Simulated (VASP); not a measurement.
# TaN (Fm-3m) in VASP: further runs

TaN is run at these levels: PBEsol; tasks: single point, relaxation of cell and atoms.

Program: VASP 6.6.1. These are calculated values, not measurements. Logs are shortened: lines on timing, memory, paths and dates and some standing lists are left out, and cuts for length are marked.

## 1. The cell of the first run

It takes space group Fm-3m (No. 225, cubic). Conventional cell: a = 4.288 Å, b = 4.288 Å, c = 4.288 Å, α = 90.00°, β = 90.00°, γ = 90.00°. Ta (site symmetry m-3m) has 6 N at 2.14 Å within 2.8 Å. N (site symmetry m-3m) has 6 Ta at 2.14 Å within 2.8 Å.

## 2. Single point, PBEsol

The input, INCAR:

```
PREC     = Accurate       # precision mode
ENCUT    = 520            # plane-wave cutoff, eV
EDIFF    = 1E-6           # SCF threshold, eV
ISMEAR   = -1             # smearing method
SIGMA    = 0.15           # smearing width, eV
LREAL    = False          # projectors in reciprocal space
LASPH    = True           # aspherical terms in the spheres
NELM     = 80             # most SCF steps
ALGO     = Normal         # electronic algorithm
ISIF     = 2              # what is computed and relaxed
LWAVE    = False          # write WAVECAR
LCHARG   = True           # write CHGCAR
GGA      = PS             # functional
LELF     = True           # ELF
LVHAR    = True         
NBANDS   = 15             # bands
```

The input, KPOINTS:

```
Automatic mesh
0
Gamma
  16 16 16
```

The input, POSCAR:

```
TaN
1.0
    0.0000000000      2.1440865220      2.1440865220
    2.1440865220      0.0000000000      2.1440865220
    2.1440865220      2.1440865220      0.0000000000
Ta N
1 1
Direct
    0.5000000000      0.5000000000      0.5000000000
    0.0000000000      0.0000000000      0.0000000000
```

Potentials or basis: VASP PAW PBE potentials, release 64 (Ta_pv, N).

On the command line:

```bash
$ cat potpaw_PBE.64/Ta_pv/POTCAR potpaw_PBE.64/N/POTCAR > POTCAR
$ mpirun -np 1 vasp_std > vasp.out
```

OUTCAR:

```text
PREC = Accurate
   ENCUT = 520
   EDIFF = 1E-6
   ISMEAR = -1
   LREAL = False
   LASPH = True
   NELM = 80
   ISIF = 2
   GGA = PS

 ion  position               nearest neighbor table
   1  0.500  0.500  0.500-   2 2.14   2 2.14   2 2.14   2 2.14   2 2.14   2 2.14
   2  0.000  0.000  0.000-   1 2.14   1 2.14   1 2.14   1 2.14   1 2.14   1 2.14

  LATTYP: Found a face centered cubic cell.
 ALAT       =     4.2881730440

  Lattice vectors:

 A1 = (   0.0000000000,   2.1440865220,   2.1440865220)
 A2 = (   2.1440865220,   0.0000000000,   2.1440865220)
 A3 = (   2.1440865220,   2.1440865220,   0.0000000000)

Analysis of symmetry for initial positions (statically):
=====================================================================
 Subroutine PRICEL returns:
 Original cell was already a primitive cell.

 Routine SETGRP: Setting up the symmetry group for a
 face centered cubic supercell.

 Subroutine GETGRP returns: Found 48 space group operations
 (whereof 48 operations were pure point group operations)
 out of a pool of 48 trial point group operations.

The static configuration has the point symmetry O_h .

Analysis of symmetry for dynamics (positions and initial velocities):
=====================================================================
 Subroutine PRICEL returns:
 Original cell was already a primitive cell.

 Routine SETGRP: Setting up the symmetry group for a
 face centered cubic supercell.

 Subroutine GETGRP returns: Found 48 space group operations
 (whereof 48 operations were pure point group operations)
 out of a pool of 48 trial point group operations.

The dynamic configuration has the point symmetry O_h .

 Subroutine INISYM returns: Found 48 space group operations
 (whereof 48 operations are pure point group operations),
 and found     1 'primitive' translations

----------------------------------------------------------------------------------------

                                     Primitive cell

  volume of cell :      19.7132

  direct lattice vectors                    reciprocal lattice vectors
     0.000000000  2.144086522  2.144086522    -0.233199544  0.233199544  0.233199544
     2.144086522  0.000000000  2.144086522     0.233199544 -0.233199544  0.233199544
     2.144086522  2.144086522  0.000000000     0.233199544  0.233199544 -0.233199544

  length of vectors
     3.032196238  3.032196238  3.032196238     0.403913459  0.403913459  0.403913459

  position of ions in fractional coordinates (direct lattice)
     0.500000000  0.500000000  0.500000000
     0.000000000  0.000000000  0.000000000

  ion indices of the primitive-cell ions
   primitive index   ion index
                 1           1
                 2           2

----------------------------------------------------------------------------------------

 KPOINTS: Automatic mesh

Automatic generation of k-mesh.
 Grid dimensions read from file:
 generate k-points for:   16   16   16

 Generating k-lattice:

  Cartesian coordinates                     Fractional coordinates (reciprocal lattice)
    -0.014574972  0.014574972  0.014574972     0.062500000  0.000000000  0.000000000
     0.014574972 -0.014574972  0.014574972     0.000000000  0.062500000  0.000000000
     0.014574972  0.014574972 -0.014574972     0.000000000  0.000000000  0.062500000

  Length of vectors
     0.025244591  0.025244591  0.025244591

  Shift w.r.t. Gamma in fractional coordinates (k-lattice)
     0.000000000  0.000000000  0.000000000

 Subroutine IBZKPT returns following result:
 ===========================================

 Found    145 irreducible k-points:

 Following reciprocal coordinates:
            Coordinates               Weight
  0.000000  0.000000  0.000000      1.000000
  0.062500  0.000000  0.000000      8.000000
  0.125000  0.000000  0.000000      8.000000
  0.187500  0.000000  0.000000      8.000000
  0.250000  0.000000  0.000000      8.000000
  0.312500  0.000000  0.000000      8.000000
[... 16 lines left out ...]
 -0.125000  0.062500  0.000000     24.000000
 -0.062500  0.062500  0.000000     12.000000
 [... further k-points ...]
   k-points           NKPTS =    145   k-points in BZ     NKDIM =    145   number of bands    NBANDS=     15
   number of dos      NEDOS =    301   number of ions     NIONS =      2
   total plane-waves  NPLWV =  13824
   dimension x,y,z NGX =    24 NGY =   24 NGZ =   24
   dimension x,y,z NGXF=    48 NGYF=   48 NGZF=   48
   ions per type =               1   1
   NGX,Y,Z   is equivalent  to a cutoff of  13.16, 13.16, 13.16 a.u.
   NGXF,Y,Z  is equivalent  to a cutoff of  26.32, 26.32, 26.32 a.u.
 SYSTEM =  unknown system
   PREC   = accura    normal or accurate (medium, high low for compatibility)
   ISTART =      0    job   : 0-new  1-cont  2-samecut
   ICHARG =      2    charge: 1-file 2-atom 10-const
   ISPIN  =      1    spin polarized calculation?
   LNONCOLLINEAR =      F non collinear calculations
   LSORBIT =      F    spin-orbit coupling
   LASPH  =      T    aspherical Exc in radial PAW
   ENCUT  =  520.0 eV  38.22 Ry    6.18 a.u.   5.64  5.64  5.64*2*pi/ulx,y,z
   NELM   =     80;   NELMIN=  2; NELMDL= -5     # of ELM steps
   EDIFF  = 0.1E-05   stopping-criterion for ELM
   LREAL  =      F    real-space projection
   EDIFFG = 0.1E-04   stopping-criterion for IOM
   NSW    =      0    number of steps for IOM
   IBRION =     -1    ionic relax: 0-MD 1-quasi-New 2-CG
   NFREE  =      0    steps in history (QN), initial steepest desc. (CG)
   ISIF   =      2    stress and relaxation
   ISYM   =      2    0-nonsym 1-usesym 2-fastsym
   POTIM  = 0.5000    time-step for ionic-motion
   TEBEG  =    0.0;   TEEND  =   0.0 temperature during run
   PSTRESS=    0.0 pullay stress
   NELECT =      16.0000    total number of electrons
   NUPDOWN=      -1.0000    fix difference up-down
   EMIN   =  10.00;   EMAX   =-10.00  energy-range for DOS
   EFERMI =   0.00;   METHOD = LEGACY
   ISMEAR =    -1;   SIGMA  =   0.15  broadening in eV -4-tet -1-fermi 0-gaus
   EFERMI_NEDOS =   21; number of points for ismear=-14 and -15
   IALGO  =     38    algorithm
   IMIX   =      4    mixing-type and parameters
     AMIX     =   0.40;   BMIX     =  1.00
     AMIX_MAG =   1.60;   BMIX_MAG =  1.00
  volume/ion in A,a.u.               =       9.86        66.52
  Fermi-wavevector in a.u.,A,eV,Ry     =   1.527083  2.885768 31.728530  2.331981
  Thomas-Fermi vector in A             =   2.635028
   LORBIT       =      0    0 simple, 1 ext, 2 COOP (PROOUT), +10 PAW based schemes
   GGA     = PS    functional components
   LHFCALC =     F    Hartree Fock is set to
   AEXX    =    0.0000 exact exchange contribution
   IVDW    =     0    specifies the selected vdW correction
   LEPSILON=     F    determine dielectric tensor
   LRPA    =     F    only Hartree local field effects (RPA)
 non-spin polarized calculation
  energy-cutoff  :      520.00
  volume of cell :       19.71
 maximum number of plane-waves:       544
   NGX = 11   NGY = 11   NGZ = 11

 number of electron      15.9999997 magnetization

 Free energy of the ion-electron system (eV)
  ---------------------------------------------------
  ext. energy  EPLUGINS =         0.00000000
  ---------------------------------------------------
  free energy    TOTEN  =       -23.13888787 eV

  energy without entropy =      -23.08250981  energy(sigma->0) =      -23.11069884

 E-fermi :  10.2458     XC(G=0): -14.0103

 val. band max:       10.2287572723   @ k =  -0.3125   0.3750   0.1875
 cond. band min:      10.2461314654   @ k =  -0.3125   0.3125   0.1250
 fundamental gap:      0.0173741930
 Fermi energy:        10.2457710449

 k-point     1 :       0.0000    0.0000    0.0000
  band No.  band energies     occupation
      1     -25.2990      2.00000
      2     -25.2990      2.00000
      3     -25.2990      2.00000
      4      -9.1853      2.00000
      5       6.2431      2.00000
      6       6.2431      2.00000
      7       6.2431      2.00000
      8       7.9025      2.00000
      9       7.9025      2.00000
     10       7.9025      2.00000
     11      10.2978      0.82838
     12      10.2978      0.82838
     13      12.4825      0.00000
     14      19.6560      0.00000
     15      22.8033      0.00000

 k-point     2 :       0.0625    0.0000    0.0000
  band No.  band energies     occupation
      1     -25.3472      2.00000
      2     -25.3031      2.00000
      3     -25.3031      2.00000
      4      -9.0729      2.00000
      5       5.6926      2.00000
      6       5.8547      2.00000
      7       5.8547      2.00000
      8       8.0802      2.00000
      9       8.0802      2.00000
     10       8.1707      2.00000
     11      10.7411      0.07097
     12      10.7411      0.07097
     13      12.7657      0.00000
     14      19.9839      0.00000
     15      22.8031      0.00000

 k-point     3 :       0.1250    0.0000    0.0000
  band No.  band energies     occupation
      1     -25.4821      2.00000
      2     -25.3146      2.00000
      3     -25.3146      2.00000
      4      -8.7491      2.00000
      5       4.5967      2.00000
      6       5.0680      2.00000
      7       5.0680      2.00000
      8       8.4861      1.99998
      9       8.4861      1.99998
     10       8.5619      1.99997
     11      11.8074      0.00006
     12      11.8074      0.00006
     13      13.4972      0.00000
     14      20.8972      0.00000
     15      22.8025      0.00000
[... 343 lines left out ...]
 k-point    23 :      -0.1250    0.0625    0.0000
  band No.  band energies     occupation
      1     -25.5600      2.00000
      2     -25.3566      2.00000
      3     -25.3083      2.00000
      4      -8.5174      2.00000
      5       3.8992      2.00000
      6       4.4560      2.00000
      7       4.9872      2.00000
      8       8.4206      1.99999
      9       8.6903      1.99994
     10       9.3394      1.99526
     11      11.5071      0.00045
     12      13.0245      0.00000
     13      14.1361      0.00000
     14      21.5419      0.00000
     15      22.8018      0.00000

 k-point    24 :      -0.0625    0.0625    0.0000
  band No.  band energies     occupation
      1     -25.4137      2.00000
      2     -25.3284      2.00000
      3     -25.3013      2.00000
      4      -8.8922      2.00000
      5       4.9511      2.00000
      6       5.2425      2.00000
      7       5.6214      2.00000
      8       8.0941      2.00000
      9       8.3583      1.99999
     10       8.6952      1.99994
     11      10.8084      0.04593
     12      11.7327      0.00010
     13      13.2564      0.00000
     14      20.5054      0.00000
     15      22.8028      0.00000

 [... further k-points ...]

------------------------ aborting loop because EDIFF is reached ----------------------------------------

  FORCE on cell =-STRESS in cart. coord.  units (eV):
  Direction    XX          YY          ZZ          XY          YZ          ZX
  --------------------------------------------------------------------------------------
  -------------------------------------------------------------------------------------
  Total        3.2445741      3.2445741      3.2445741      0.0000000      0.0000000      0.0000000
  in kB      263.7007491    263.7007491    263.7007491      0.0000000      0.0000000      0.0000000
  external PRESSURE =     263.7007491 kB  Pullay stress =       0.0000000 kB

 VOLUME and BASIS-vectors are now :
 -----------------------------------------------------------------------------
  energy-cutoff  :      520.00
  volume of cell :       19.71
      direct lattice vectors                 reciprocal lattice vectors
     0.000000000  2.144086522  2.144086522    -0.233199544  0.233199544  0.233199544
     2.144086522  0.000000000  2.144086522     0.233199544 -0.233199544  0.233199544
     2.144086522  2.144086522  0.000000000     0.233199544  0.233199544 -0.233199544

 POSITION                                       TOTAL-FORCE (eV/Angst)
 -----------------------------------------------------------------------------------
      2.14409      2.14409      2.14409         0.000000     -0.000000      0.000000
      0.00000      0.00000      0.00000        -0.000000      0.000000     -0.000000
 -----------------------------------------------------------------------------------
    total drift:                                0.000000     -0.000000     -0.000000

  FREE ENERGIE OF THE ION-ELECTRON SYSTEM (eV)
  ---------------------------------------------------
  free  energy   TOTEN  =       -23.1388878659 eV

  energy  without entropy=      -23.0825098142  energy(sigma->0) =      -23.11069884
```

Wall time 45 s (1 thread of Intel Xeon Platinum 8259CL at 2.50GHz (Skylake/Cascade Lake), shared host); peak memory 0.17 GiB.

Results:

| Property | Result |
| --- | --- |
| Free energy | -23.1389 eV |
| Pressure | 26.4 GPa |
| Band gap on the k mesh | zero (bands 8 and 9 overlap by 4.51 eV) |

Caveat: the cell stands under pressure; the PAW data sets were made with another functional, which shifts forces and pressure a little; spin-orbit coupling is left out, which moves the levels of the heavy elements.

(Part 1 of 2 ends here.)
